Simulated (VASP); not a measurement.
# SiO2 (P4_2/mnm) in VASP: a series of runs, part 2 of 2

VASP 6.6.1.

## Step 4: Single point, LDA (volume 8.393 Å^3 an atom, c/a of the conventional cell 0.6888)

Input file INCAR:

```
  ALGO = Normal
  EDIFF = 1E-6
  ENCUT = 520
  ISIF = 2
  ISMEAR = 0
  LASPH = T
  LCHARG = F
  LREAL = F
  LWAVE = F
  NBANDS = 25
  NELM = 100
  PREC = Accurate
  SIGMA = 0.05
```

Input file KPOINTS:

```
k-points
0
Gamma
  6 6 10
```

Input file POSCAR:

```
SiO2
1.0
    4.1814327044      0.0000000000      0.0000000000
    0.0000000000      4.1814327044      0.0000000000
    0.0000000000      0.0000000000      2.8801708468
Si O
2 4
Direct
    0.5000000000      0.5000000000      0.5000000000
    0.0000000000      0.0000000000      0.0000000000
    0.6944252994      0.6944252994      0.0000000000
    0.1944252994      0.8055747006      0.5000000000
    0.3055747006      0.3055747006      0.0000000000
    0.8055747006      0.1944252994      0.5000000000
```

Potentials or basis: VASP PAW LDA potentials, release 64 (Si, O).

Command:

```console
$ cat potpaw_LDA.64/Si/POTCAR potpaw_LDA.64/O/POTCAR > POTCAR
$ mpirun -np 1 vasp_std > vasp.out
```

OUTCAR:

```text
EDIFF = 1E-6
   ENCUT = 520
   ISIF = 2
   ISMEAR = 0
   LASPH = T
   LREAL = F
   NELM = 100
   PREC = Accurate

 ion  position               nearest neighbor table
   1  0.500  0.500  0.500-   4 1.81   6 1.81   5 1.84   3 1.84   3 1.84   5 1.84
   2  0.000  0.000  0.000-   3 1.81   5 1.81   4 1.84   6 1.84   4 1.84   6 1.84
   3  0.694  0.694  0.000-   2 1.81   1 1.84   1 1.84
   4  0.194  0.806  0.500-   1 1.81   2 1.84   2 1.84
   5  0.306  0.306  0.000-   2 1.81   1 1.84   1 1.84
   6  0.806  0.194  0.500-   1 1.81   2 1.84   2 1.84

  LATTYP: Found a simple tetragonal cell.
 ALAT       =     4.1814327044
 C/A-ratio  =     0.6888000000

  Lattice vectors:

 A1 = (   4.1814327044,   0.0000000000,   0.0000000000)
 A2 = (   0.0000000000,   4.1814327044,   0.0000000000)
 A3 = (   0.0000000000,   0.0000000000,   2.8801708468)

Analysis of symmetry for initial positions (statically):
=====================================================================
 Subroutine PRICEL returns:
 Original cell was already a primitive cell.

 Routine SETGRP: Setting up the symmetry group for a
 simple tetragonal supercell.

 Subroutine GETGRP returns: Found 16 space group operations
[... 173 lines left out ...]

  energy without entropy =      -51.35430615  energy(sigma->0) =      -51.35430615

 E-fermi :   7.3575     XC(G=0): -12.3633

 val. band max:        7.0910150956   @ k =   0.0000   0.0000   0.0000
 cond. band min:      11.0476714162   @ k =   0.0000   0.0000   0.0000
 fundamental gap:      3.9566563206
 Fermi energy:         7.3574842882

 k-point     1 :       0.0000    0.0000    0.0000
  band No.  band energies     occupation
      1     -14.4216      2.00000
      2     -10.9374      2.00000
      3     -10.9374      2.00000
      4     -10.5866      2.00000
      5      -3.3685      2.00000
      6       1.2496      2.00000
[... 661 lines left out ...]
     24      18.6033      0.00000
     25      20.4432      0.00000

 [... further k-points ...]
[... 5 lines left out ...]
  --------------------------------------------------------------------------------------
  -------------------------------------------------------------------------------------
  Total       -5.1267868     -5.1267868    -14.5870900      0.0000000      0.0000000      0.0000000
  in kB     -163.1125473   -163.1125473   -464.0991488      0.0000000      0.0000000      0.0000000
  external PRESSURE =    -263.4414145 kB  Pullay stress =       0.0000000 kB

 VOLUME and BASIS-vectors are now :
 -----------------------------------------------------------------------------
  energy-cutoff  :      520.00
  volume of cell :       50.36
      direct lattice vectors                 reciprocal lattice vectors
     4.181432704  0.000000000  0.000000000     0.239152480  0.000000000  0.000000000
     0.000000000  4.181432704  0.000000000     0.000000000  0.239152480  0.000000000
     0.000000000  0.000000000  2.880170847     0.000000000  0.000000000  0.347201626

 POSITION                                       TOTAL-FORCE (eV/Angst)
 -----------------------------------------------------------------------------------
      2.09072      2.09072      1.44009        -0.000000      0.000000      0.000000
      0.00000      0.00000      0.00000        -0.000000      0.000000      0.000000
      2.90369      2.90369      0.00000         0.058868      0.058868      0.000000
      0.81298      3.36846      1.44009         0.058868     -0.058868     -0.000000
      1.27774      1.27774      0.00000        -0.058868     -0.058868     -0.000000
      3.36846      0.81298      1.44009        -0.058868      0.058868      0.000000
 -----------------------------------------------------------------------------------
    total drift:                                0.000000      0.000000     -0.000000

  FREE ENERGIE OF THE ION-ELECTRON SYSTEM (eV)
  ---------------------------------------------------
  free  energy   TOTEN  =       -51.3543061487 eV

  energy  without entropy=      -51.3543061487  energy(sigma->0) =      -51.35430615
```

OSZICAR:

```text
N       E                     dE             d eps       ncg     rms          rms(c)
DAV:   1     0.127321437494E+03    0.12732E+03   -0.17472E+04  3000   0.123E+03
DAV:   2    -0.492461743060E+02   -0.17657E+03   -0.16900E+03  3888   0.272E+02
DAV:   3    -0.561008963704E+02   -0.68547E+01   -0.68241E+01  4003   0.516E+01
DAV:   4    -0.561467697089E+02   -0.45873E-01   -0.45858E-01  3544   0.492E+00
DAV:   5    -0.561471693669E+02   -0.39966E-03   -0.39955E-03  4002   0.435E-01    0.162E+01
DAV:   6    -0.514327945988E+02    0.47144E+01   -0.13516E+01  3716   0.242E+01    0.750E+00
DAV:   7    -0.513964730922E+02    0.36322E-01   -0.62922E-01  3664   0.461E+00    0.276E+00
DAV:   8    -0.513609408368E+02    0.35532E-01   -0.27344E-02  3819   0.139E+00    0.103E+00
DAV:   9    -0.513543042671E+02    0.66366E-02   -0.57038E-03  3717   0.641E-01    0.219E-01
DAV:  10    -0.513543274921E+02   -0.23225E-04   -0.49124E-04  3812   0.150E-01    0.720E-02
DAV:  11    -0.513543070258E+02    0.20466E-04   -0.47432E-05  3779   0.503E-02    0.287E-02
DAV:  12    -0.513543061487E+02    0.87710E-06   -0.49628E-06  3610   0.152E-02
   1 F= -.51354306E+02 E0= -.51354306E+02  d E =-.362340E-16
```

Wall time 1.8 min (1 thread of AMD EPYC 7R13 (Zen 3), shared host); peak memory 0.14 GiB.

Results:

- Free energy: -51.3543 eV
- Pressure: -26.3 GPa
- Largest force: 0.083 eV/Å
- Band gap on the k mesh: 3.96 eV, direct

Forces in eV/Å, atoms in the order of the input:
```
Si   0.000  0.000  0.000
Si   0.000  0.000  0.000
O    0.059  0.059  0.000
O    0.059 -0.059  0.000
O   -0.059 -0.059  0.000
O   -0.059  0.059  0.000
```

## Step 5: Single point, LDA (volume 7.413 Å^3 an atom, c/a of the conventional cell 0.6176)

Input file INCAR:

```
SYSTEM = SiO2
ALGO     = Normal         ! electronic algorithm
EDIFF    = 1E-6           ! SCF threshold, eV
ENCUT    = 520            ! plane-wave cutoff, eV
GGA      = CA             ! functional
ISIF     = 2              ! what is computed and relaxed
ISMEAR   = 0              ! smearing method
LASPH    = .True.         ! aspherical terms in the spheres
LCHARG   = .False.        ! write CHGCAR
LREAL    = .False.        ! projectors in reciprocal space
LWAVE    = .False.        ! write WAVECAR
NBANDS   = 25             ! bands
NELM     = 80             ! most SCF steps
PREC     = Accurate       ! precision mode
SIGMA    = 0.05           ! smearing width, eV
```

Input file KPOINTS:

```
k-points
0
Gamma
  6 6 10
  0 0 0
```

POSCAR, as its differences from that of step 4:

```diff
@@ -2,5 +2,5 @@
 1.0
-    4.1814327044      0.0000000000      0.0000000000
-    0.0000000000      4.1814327044      0.0000000000
-    0.0000000000      0.0000000000      2.8801708468
+    4.1605044200      0.0000000000      0.0000000000
+    0.0000000000      4.1605044200      0.0000000000
+    0.0000000000      0.0000000000      2.5695275298
 Si O
```

Command:

```console
$ cat potpaw_LDA.64/Si/POTCAR potpaw_LDA.64/O/POTCAR > POTCAR
$ mpirun -np 1 vasp_std > vasp.out
```

Run time: 60 s. Hardware: 1 thread of AMD EPYC 7R13, shared host; peak memory 0.14 GiB.

It converged, with:

```yaml
Free_energy: -51.8137 eV
Pressure: 15.0 GPa
Largest_force: 0.116 eV/Å
Band_gap_on_the_k_mesh: 6.53 eV, direct
```

Forces in eV/Å, atoms in the order of the input:
```
Si   0.000  0.000  0.000
Si   0.000  0.000  0.000
O    0.082  0.082  0.000
O    0.082 -0.082  0.000
O   -0.082 -0.082  0.000
O   -0.082  0.082  0.000
```

Stress tensor (GPa, compression positive):
```
 7.24  0.00  0.00
 0.00  7.24  0.00
 0.00  0.00 30.67
```

Levels at points of the mesh, in eV from the valence-band top:
```tsv
k point	band 13	band 14	band 15	band 16	band 17	band 18	band 19	band 20
(0.00, 0.00, 0.00)	-2.40	-0.96	-0.96	0.00	6.53	7.16	9.19	9.19
(0.50, 0.00, 0.00)	-2.65	-2.65	-1.16	-1.16	8.54	8.54	9.66	9.66
(0.50, 0.50, 0.00)	-2.74	-2.74	-2.59	-2.59	8.14	8.14	10.65	10.65
(0.00, 0.00, 0.50)	-3.27	-3.27	-2.89	-2.89	9.43	9.43	12.81	12.81
(0.50, 0.00, 0.50)	-2.49	-2.49	-1.91	-1.91	8.96	8.96	9.91	9.91
(0.50, 0.50, 0.50)	-1.95	-1.95	-1.68	-1.68	7.46	7.46	11.00	11.00
```

 A k mesh can miss the band edges.

## Step 6: Overview

```tsv
cell	gap on the mesh (eV)	pressure (GPa)	largest force (eV/Å)
a = 4.336, b = 4.336, c = 2.678 Å, 6 atoms	4.33	-23.1	0.82
a = 4.497, b = 4.497, c = 2.490 Å, 6 atoms	4.41	-15.1	1.81
a = 4.181, b = 4.181, c = 2.880 Å, 6 atoms	3.96	-26.3	0.08
a = 4.161, b = 4.161, c = 2.570 Å, 6 atoms	6.53	15.0	0.12
```

Alike in all rows: task single point; level LDA; potentials or basis VASP PAW LDA potentials, release 64 (Si, O); no spin polarisation; k mesh 6 × 6 × 10; cutoff (eV) 520; smearing gaussian 0.05 eV.

Caveats: forces of over 1 eV/Å act on the atoms, so gaps and moduli don't describe the material at rest (some runs).

Absolute energies hang on the potentials; compare differences alone.
